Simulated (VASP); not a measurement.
# Mg (P6_3/mmc) in VASP: notebook

Mg is run at these levels: PBEsol; tasks: single point, relaxation of cell and atoms.

Everything below comes from runs of VASP 6.6.1. Logs are shortened: lines on timing, memory, paths and dates and some standing lists are left out, and cuts for length are marked.

## Step 1: The cell of the first run

Symmetry: P6_3/mmc, No. 194, hexagonal system. The conventional cell has a = 2.926 Å, b = 2.926 Å, c = 9.491 Å, α = 90.00°, β = 90.00°, γ = 120.00°. Mg (site symmetry -3m) has 12 Mg at 2.91 to 2.93 Å within 3.8 Å. Mg (site symmetry -6m2) has 12 Mg at 2.91 to 2.93 Å within 3.8 Å.

## Step 2: Single point, PBEsol

Contents of INCAR:

```
SYSTEM = Mg
PREC = Accurate ; ENCUT = 520
EDIFF = 1E-6 ; ISMEAR = 0
SIGMA = 0.1 ; LREAL = .FALSE.
LASPH = .TRUE. ; NELM = 80
ALGO = Normal ; ISIF = 2
LWAVE = .FALSE. ; LCHARG = .FALSE.
GGA = PS ; NBANDS = 12
```

Contents of KPOINTS:

```
regular mesh
0
G
  18 18 6
  0 0 0
```

Contents of POSCAR:

```
Mg
1.0
    2.9262887065      0.0000000000      0.0000000000
   -1.4631443532      2.5342403586      0.0000000000
    0.0000000000      0.0000000000      9.4905164764
Mg
4
Direct
    0.0000000000      0.0000000000      0.0000000000
    0.3333333333      0.6666666667      0.2500000000
    0.0000000000      0.0000000000      0.5000000000
    0.6666666667      0.3333333333      0.7500000000
```

Potentials or basis: VASP PAW PBE potentials, release 64 (Mg).

Command:

```console
$ cat potpaw_PBE.64/Mg/POTCAR > POTCAR
$ mpirun -np 1 vasp_std > vasp.out
```

OUTCAR:

```text
SYSTEM = Mg
   PREC = Accurate
   ENCUT = 520
   EDIFF = 1E-6
   ISMEAR = 0
   LREAL = .FALSE.
   LASPH = .TRUE.
   NELM = 80
   ISIF = 2
   GGA = PS

 ion  position               nearest neighbor table
   1  0.000  0.000  0.000-   2 2.91   4 2.91   2 2.91   4 2.91   4 2.91   2 2.91
   2  0.333  0.667  0.250-   1 2.91   3 2.91   1 2.91   3 2.91   1 2.91   3 2.91
   3  0.000  0.000  0.500-   2 2.91   4 2.91   2 2.91   4 2.91   4 2.91   2 2.91
   4  0.667  0.333  0.750-   1 2.91   3 2.91   1 2.91   3 2.91   1 2.91   3 2.91

  LATTYP: Found a hexagonal cell.
 ALAT       =     2.9262887065
 C/A-ratio  =     3.2431921209

  Lattice vectors:

 A1 = (   2.9262887065,   0.0000000000,   0.0000000000)
 A2 = (  -1.4631443532,   2.5342403586,   0.0000000000)
 A3 = (   0.0000000000,   0.0000000000,   9.4905164764)

Analysis of symmetry for initial positions (statically):
=====================================================================
 Subroutine PRICEL returns:
 Original cell was already a primitive cell.

 Routine SETGRP: Setting up the symmetry group for a
 hexagonal supercell.

 Subroutine GETGRP returns: Found 24 space group operations
 (whereof 12 operations were pure point group operations)
 out of a pool of 24 trial point group operations.

The static configuration has the point symmetry D_3d.
 The point group associated with its full space group is D_6h.

Analysis of symmetry for dynamics (positions and initial velocities):
=====================================================================
 Subroutine PRICEL returns:
 Original cell was already a primitive cell.

 Routine SETGRP: Setting up the symmetry group for a
 hexagonal supercell.

 Subroutine GETGRP returns: Found 24 space group operations
 (whereof 12 operations were pure point group operations)
 out of a pool of 24 trial point group operations.

The dynamic configuration has the point symmetry D_3d.
 The point group associated with its full space group is D_6h.

 Subroutine INISYM returns: Found 24 space group operations
 (whereof 12 operations are pure point group operations),
 and found     1 'primitive' translations

----------------------------------------------------------------------------------------

                                     Primitive cell

  volume of cell :      70.3809

  direct lattice vectors                    reciprocal lattice vectors
     2.926288706  0.000000000  0.000000000     0.341729781  0.197297781  0.000000000
    -1.463144353  2.534240359  0.000000000     0.000000000  0.394595563  0.000000000
     0.000000000  0.000000000  9.490516476     0.000000000  0.000000000  0.105368343

  length of vectors
     2.926288706  2.926288706  9.490516476     0.394595563  0.394595563  0.105368343

  position of ions in fractional coordinates (direct lattice)
     0.000000000  0.000000000  0.000000000
     0.333333333  0.666666667  0.250000000
     0.000000000  0.000000000  0.500000000
     0.666666667  0.333333333  0.750000000

  ion indices of the primitive-cell ions
   primitive index   ion index
                 1           1
                 2           2
                 3           3
                 4           4

----------------------------------------------------------------------------------------

 KPOINTS: regular mesh

Automatic generation of k-mesh.
 Grid dimensions read from file:
 generate k-points for:   18   18    6

 Generating k-lattice:

  Cartesian coordinates                     Fractional coordinates (reciprocal lattice)
     0.018984988  0.010960988  0.000000000     0.055555556 -0.000000000  0.000000000
     0.000000000  0.021921976  0.000000000     0.000000000  0.055555556  0.000000000
     0.000000000  0.000000000  0.017561391     0.000000000  0.000000000  0.166666667

  Length of vectors
     0.021921976  0.021921976  0.017561391

  Shift w.r.t. Gamma in fractional coordinates (k-lattice)
     0.000000000  0.000000000  0.000000000

 Subroutine IBZKPT returns following result:
 ===========================================

 Found    148 irreducible k-points:

 Following reciprocal coordinates:
            Coordinates               Weight
  0.000000  0.000000  0.000000      1.000000
  0.055556  0.000000  0.000000      6.000000
  0.111111  0.000000  0.000000      6.000000
  0.166667  0.000000  0.000000      6.000000
  0.222222  0.000000  0.000000      6.000000
  0.277778  0.000000  0.000000      6.000000
[... 16 lines left out ...]
  0.333333  0.111111  0.000000     12.000000
  0.388889  0.111111  0.000000     12.000000
 [... further k-points ...]
   k-points           NKPTS =    148   k-points in BZ     NKDIM =    148   number of bands    NBANDS=     12
   number of dos      NEDOS =    301   number of ions     NIONS =      4
   total plane-waves  NPLWV =  41472
   dimension x,y,z NGX =    24 NGY =   24 NGZ =   72
   dimension x,y,z NGXF=    48 NGYF=   48 NGZF=  144
   ions per type =               4
   NGX,Y,Z   is equivalent  to a cutoff of  13.63, 13.63, 12.61 a.u.
   NGXF,Y,Z  is equivalent  to a cutoff of  27.27, 27.27, 25.22 a.u.
 SYSTEM =  Mg
   PREC   = accura    normal or accurate (medium, high low for compatibility)
   ISTART =      0    job   : 0-new  1-cont  2-samecut
   ICHARG =      2    charge: 1-file 2-atom 10-const
   ISPIN  =      1    spin polarized calculation?
   LNONCOLLINEAR =      F non collinear calculations
   LSORBIT =      F    spin-orbit coupling
   LASPH  =      T    aspherical Exc in radial PAW
   ENCUT  =  520.0 eV  38.22 Ry    6.18 a.u.   5.44  5.44 17.65*2*pi/ulx,y,z
   NELM   =     80;   NELMIN=  2; NELMDL= -5     # of ELM steps
   EDIFF  = 0.1E-05   stopping-criterion for ELM
   LREAL  =      F    real-space projection
[... 7 lines left out ...]
   TEBEG  =    0.0;   TEEND  =   0.0 temperature during run
   PSTRESS=    0.0 pullay stress
   NELECT =       8.0000    total number of electrons
   NUPDOWN=      -1.0000    fix difference up-down
   EMIN   =  10.00;   EMAX   =-10.00  energy-range for DOS
   EFERMI =   0.00;   METHOD = LEGACY
   ISMEAR =     0;   SIGMA  =   0.10  broadening in eV -4-tet -1-fermi 0-gaus
   EFERMI_NEDOS =   21; number of points for ismear=-14 and -15
   IALGO  =     38    algorithm
   IMIX   =      4    mixing-type and parameters
     AMIX     =   0.40;   BMIX     =  1.00
     AMIX_MAG =   1.60;   BMIX_MAG =  1.00
  volume/ion in A,a.u.               =      17.60       118.74
  Fermi-wavevector in a.u.,A,eV,Ry     =   0.793024  1.498599  8.556537  0.628888
  Thomas-Fermi vector in A             =   1.898878
   LORBIT       =      0    0 simple, 1 ext, 2 COOP (PROOUT), +10 PAW based schemes
   GGA     = PS    functional components
   LHFCALC =     F    Hartree Fock is set to
   AEXX    =    0.0000 exact exchange contribution
   IVDW    =     0    specifies the selected vdW correction
   LEPSILON=     F    determine dielectric tensor
   LRPA    =     F    only Hartree local field effects (RPA)
 non-spin polarized calculation
 Gauss-broadening in eV      SIGMA  =   0.10
  energy-cutoff  :      520.00
  volume of cell :       70.38
 maximum number of plane-waves:      1935
 NGX is ok and might be reduce to    24
   NGX = 11   NGY = 11   NGZ = 35

 number of electron       8.0000000 magnetization

 Free energy of the ion-electron system (eV)
  ---------------------------------------------------
  ext. energy  EPLUGINS =         0.00000000
  ---------------------------------------------------
  free energy    TOTEN  =        -6.11143404 eV

  energy without entropy =       -6.10481689  energy(sigma->0) =       -6.10812546

 E-fermi :   4.1133     XC(G=0):  -9.4134

 val. band max:        4.0916691371   @ k =   0.1111   0.0556   0.1667
 cond. band min:       4.1325802346   @ k =   0.3889   0.1111   0.3333
 fundamental gap:      0.0409110975
 Fermi energy:         4.1132655120

 k-point     1 :       0.0000    0.0000    0.0000
  band No.  band energies     occupation
      1      -4.0218      2.00000
      2      -2.3653      2.00000
      3      -2.3580      2.00000
      4       2.0111      2.00000
      5       2.9138      2.00000
      6      10.0099      0.00000
      7      10.0248      0.00000
      8      16.7062      0.00000
      9      16.7062      0.00000
     10      17.0722      0.00000
     11      17.0722      0.00000
     12      17.4473      0.00000

 k-point     2 :       0.0556    0.0000    0.0000
  band No.  band energies     occupation
      1      -3.9491      2.00000
      2      -2.2943      2.00000
      3      -2.2870      2.00000
      4       2.0748      2.00000
      5       2.9826      2.00000
      6      10.0569      0.00000
      7      10.0765      0.00000
      8      15.3027      0.00000
      9      16.0249      0.00000
     10      16.1814      0.00000
     11      16.3381      0.00000
     12      17.0888      0.00000

 k-point     3 :       0.1111    0.0000    0.0000
  band No.  band energies     occupation
      1      -3.7316      2.00000
      2      -2.0817      2.00000
      3      -2.0744      2.00000
      4       2.2661      2.00000
      5       3.1872      2.00000
      6      10.1806      0.00000
      7      10.2235      0.00000
      8      13.3919      0.00000
      9      14.4407      0.00000
     10      14.5433      0.00000
     11      15.2235      0.00000
     12      16.1100      0.00000
[... 286 lines left out ...]
 k-point    23 :       0.3333    0.1111    0.0000
  band No.  band energies     occupation
      1      -0.3397      2.00000
      2       1.2243      2.00000
      3       1.2298      2.00000
      4       4.3488      0.00087
      5       5.3422      0.00000
      6       5.8966      0.00000
      7       6.1080      0.00000
      8       6.8407      0.00000
      9       9.2153      0.00000
     10       9.9993      0.00000
     11      10.8309      0.00000
     12      11.2206      0.00000

 k-point    24 :       0.3889    0.1111    0.0000
  band No.  band energies     occupation
      1       0.6828      2.00000
      2       2.1783      2.00000
      3       2.1933      2.00000
      4       3.1349      2.00000
      5       4.7090      0.00000
      6       4.7821      0.00000
      7       6.3269      0.00000
      8       7.3486      0.00000
      9       8.6591      0.00000
     10       8.7447      0.00000
     11      10.6816      0.00000
     12      10.9624      0.00000

 [... further k-points ...]
[... 5 lines left out ...]
  --------------------------------------------------------------------------------------
  -------------------------------------------------------------------------------------
  Total        6.6563851      6.6563851      6.6875268      0.0000000      0.0000000     -0.0000000
  in kB      151.5284575    151.5284575    152.2373772      0.0000000      0.0000000     -0.0000000
  external PRESSURE =     151.7647641 kB  Pullay stress =       0.0000000 kB

 VOLUME and BASIS-vectors are now :
 -----------------------------------------------------------------------------
  energy-cutoff  :      520.00
  volume of cell :       70.38
      direct lattice vectors                 reciprocal lattice vectors
     2.926288706  0.000000000  0.000000000     0.341729781  0.197297781  0.000000000
    -1.463144353  2.534240359  0.000000000     0.000000000  0.394595563  0.000000000
     0.000000000  0.000000000  9.490516476     0.000000000  0.000000000  0.105368343

 POSITION                                       TOTAL-FORCE (eV/Angst)
 -----------------------------------------------------------------------------------
      0.00000      0.00000      0.00000        -0.000000      0.000000      0.000000
     -0.00000      1.68949      2.37263        -0.000000      0.000000      0.000000
      0.00000      0.00000      4.74526        -0.000000      0.000000      0.000000
      1.46314      0.84475      7.11789         0.000000     -0.000000      0.000000
 -----------------------------------------------------------------------------------
    total drift:                                0.000000     -0.000000      0.000000

  FREE ENERGIE OF THE ION-ELECTRON SYSTEM (eV)
  ---------------------------------------------------
  free  energy   TOTEN  =        -6.1114340352 eV

  energy  without entropy=       -6.1048168852  energy(sigma->0) =       -6.10812546
```

Run time: 36 s. Hardware: 1 thread of Intel Xeon 6975P-C (Granite Rapids), shared host; peak memory 0.25 GiB.

What came out:

- Free energy: -6.1114 eV
- Pressure: 15.2 GPa
- Band gap on the k mesh: zero (bands 4 and 5 overlap by 2.18 eV)

Levels at points of the mesh, in eV from the Fermi level:
| k point | band 1 | band 2 | band 3 | band 4 | band 5 | band 6 | band 7 | band 8 |
| --- | --- | --- | --- | --- | --- | --- | --- | --- |
| (0.00, 0.00, 0.00) | -8.14 | -6.48 | -6.47 | -2.10 | -1.20 | 5.90 | 5.91 | 12.59 |
| (0.50, 0.00, 0.00) | -2.57 | -2.44 | -1.37 | -1.21 | -0.51 | -0.38 | 3.11 | 3.12 |
| (0.00, 0.00, 0.50) | -7.72 | -7.72 | -4.46 | -4.46 | 1.84 | 1.84 | 10.47 | 10.47 |
| (0.50, 0.00, 0.50) | -2.27 | -2.27 | -1.94 | -1.94 | 0.85 | 0.85 | 1.32 | 1.32 |

Caveat: the cell stands under pressure; the PAW data sets were made with another functional, which shifts forces and pressure a little.

## Step 3: Single point, PBEsol

This run uses another cell than the first one, of 24.87 Å³/atom.

Contents of INCAR:

```
SYSTEM = Mg
PREC = Accurate
ENCUT = 520
EDIFF = 1E-7
ISMEAR = 0
SIGMA = 0.1
LREAL = .False.
LASPH = .True.
NELM = 60
ALGO = Normal
ISIF = 2
LWAVE = .False.
LCHARG = .False.
GGA = PS
NBANDS = 12
```

Contents of KPOINTS:

```
regular mesh
0
Gamma
  18 18 4
  0 0 0
```

Contents of POSCAR:

```
Mg
1.0
    3.2960235486      0.0000000000      0.0000000000
   -1.6480117743      2.8544401246      0.0000000000
    0.0000000000      0.0000000000     10.5732319896
Mg
4
Direct
    0.0000000000      0.0000000000      0.0000000000
    0.3333333333      0.6666666667      0.2500000000
    0.0000000000      0.0000000000      0.5000000000
    0.6666666667      0.3333333333      0.7500000000
```

Potentials or basis: VASP PAW PBE potentials, release 64 (Mg).

Command:

```console
$ cat potpaw_PBE.64/Mg/POTCAR > POTCAR
$ mpirun -np 1 vasp_std > vasp.out
```

OUTCAR:

```text
SYSTEM = Mg
   PREC = Accurate
   ENCUT = 520
   EDIFF = 1E-7
   ISMEAR = 0
   LREAL = .False.
   LASPH = .True.
   NELM = 60
   ISIF = 2
   GGA = PS

 ion  position               nearest neighbor table
   1  0.000  0.000  0.000-   2 3.26   4 3.26   4 3.26   2 3.26   4 3.26   2 3.26
   2  0.333  0.667  0.250-   1 3.26   3 3.26   1 3.26   3 3.26   1 3.26   3 3.26
   3  0.000  0.000  0.500-   2 3.26   4 3.26   4 3.26   2 3.26   4 3.26   2 3.26
   4  0.667  0.333  0.750-   1 3.26   3 3.26   1 3.26   3 3.26   1 3.26   3 3.26

  LATTYP: Found a hexagonal cell.
 ALAT       =     3.2960235486
 C/A-ratio  =     3.2078751361

  Lattice vectors:

 A1 = (   3.2960235486,   0.0000000000,   0.0000000000)
 A2 = (  -1.6480117743,   2.8544401246,   0.0000000000)
 A3 = (   0.0000000000,   0.0000000000,  10.5732319896)

Analysis of symmetry for initial positions (statically):
=====================================================================
 Subroutine PRICEL returns:
 Original cell was already a primitive cell.

 Routine SETGRP: Setting up the symmetry group for a
 hexagonal supercell.

 Subroutine GETGRP returns: Found 24 space group operations
[... 182 lines left out ...]
      2      -3.0618      2.00000
      3      -3.0585      2.00000
      4       0.6930      2.00000
      5       1.0573      2.00000
      6       7.1532      0.00000
      7       7.1626      0.00000
      8      12.4888      0.00000
      9      12.4888      0.00000
     10      12.5222      0.00000
     11      12.5222      0.00000
     12      13.2967      0.00000
[... 331 lines left out ...]
 k-point    24 :       0.3889    0.1111    0.0000
  band No.  band energies     occupation
      1      -0.6425      2.00000
      2       0.6294      2.00000
      3       0.6396      2.00000
      4       1.3129      2.00000
      5       2.6272      0.00000
      6       2.6306      0.00000
      7       4.2411      0.00000
      8       4.7530      0.00000
      9       5.9905      0.00000
     10       6.1287      0.00000
     11       7.0659      0.00000
     12       7.4631      0.00000

 [... further k-points ...]
[... 5 lines left out ...]
  --------------------------------------------------------------------------------------
  -------------------------------------------------------------------------------------
  Total       -1.8607856     -1.8607856     -1.8792454      0.0000000     -0.0000000      0.0000000
  in kB      -29.9700810    -29.9700810    -30.2673969      0.0000000     -0.0000000      0.0000000
  external PRESSURE =     -30.0691863 kB  Pullay stress =       0.0000000 kB

 VOLUME and BASIS-vectors are now :
 -----------------------------------------------------------------------------
  energy-cutoff  :      520.00
  volume of cell :       99.48
      direct lattice vectors                 reciprocal lattice vectors
     3.296023549  0.000000000  0.000000000     0.303395891  0.175165699  0.000000000
    -1.648011774  2.854440125  0.000000000     0.000000000  0.350331398  0.000000000
     0.000000000  0.000000000 10.573231990     0.000000000  0.000000000  0.094578460

 POSITION                                       TOTAL-FORCE (eV/Angst)
 -----------------------------------------------------------------------------------
      0.00000      0.00000      0.00000         0.000000      0.000000     -0.000000
     -0.00000      1.90296      2.64331        -0.000000      0.000000     -0.000000
      0.00000      0.00000      5.28662         0.000000      0.000000     -0.000000
      1.64801      0.95148      7.92992         0.000000     -0.000000      0.000000
 -----------------------------------------------------------------------------------
    total drift:                               -0.000000      0.000000     -0.000000

  FREE ENERGIE OF THE ION-ELECTRON SYSTEM (eV)
  ---------------------------------------------------
  free  energy   TOTEN  =        -6.7806036568 eV

  energy  without entropy=       -6.7701047203  energy(sigma->0) =       -6.77535419
```

OSZICAR:

```text
N       E                     dE             d eps       ncg     rms          rms(c)
DAV:   1     0.200863000463E+01    0.20086E+01   -0.24769E+03  2664   0.466E+02
DAV:   2    -0.654773992767E+01   -0.85564E+01   -0.81727E+01  3332   0.522E+01
DAV:   3    -0.682057125069E+01   -0.27283E+00   -0.26691E+00  3628   0.685E+00
DAV:   4    -0.682226641419E+01   -0.16952E-02   -0.16944E-02  3236   0.582E-01
DAV:   5    -0.682228114972E+01   -0.14736E-04   -0.14735E-04  3392   0.600E-02    0.137E+00
DAV:   6    -0.680071790752E+01    0.21563E-01   -0.18602E-03  3176   0.276E-01    0.872E-01
DAV:   7    -0.678061761915E+01    0.20100E-01   -0.75038E-03  2920   0.502E-01    0.444E-02
DAV:   8    -0.678060700585E+01    0.10613E-04   -0.57604E-05  3616   0.448E-02    0.828E-03
DAV:   9    -0.678060407955E+01    0.29263E-05   -0.21743E-06  3116   0.707E-03    0.731E-04
DAV:  10    -0.678060372061E+01    0.35894E-06   -0.13756E-08  2484   0.689E-04    0.240E-04
DAV:  11    -0.678060365677E+01    0.63841E-07   -0.13626E-09  1832   0.231E-04
   1 F= -.67806037E+01 E0= -.67753542E+01  d E =-.104989E-01
```

stdout:

```text
POSCAR found type information on POSCAR Mg
 POSCAR found :  1 types and       4 ions
 scaLAPACK will be used
 -----------------------------------------------------------------------------
|                                                                             |
|                                                                             |
|     You enforced a specific xc type in the INCAR file but a different       |
|     I HOPE YOU KNOW WHAT YOU ARE DOING!                                     |
|                                                                             |
 -----------------------------------------------------------------------------

 LDA part: xc-table for (Slater+PW92), standard interpolation
 POSCAR, INCAR and KPOINTS ok, starting setup
 FFT: planning ... GRIDC
 FFT: planning ... GRID_SOFT
 FFT: planning ... GRID
 WAVECAR not read
 entering main loop
```

Run time: 52 s. Hardware: 1 thread of Intel Xeon 6975P-C (Granite Rapids), shared host; peak memory 0.3 GiB.

Results:

```yaml
Free_energy: -6.7806 eV
Pressure: -3.0 GPa
Band_gap_on_the_k_mesh: zero (bands 4 and 5 overlap by 2.14 eV)
```

Caveat: the cell stands under tension; the PAW data sets were made with another functional, which shifts forces and pressure a little.

(Continued in part 2 of 2.)

The gap in the log of VASP goes by the Fermi energy; the results here count the filled bands.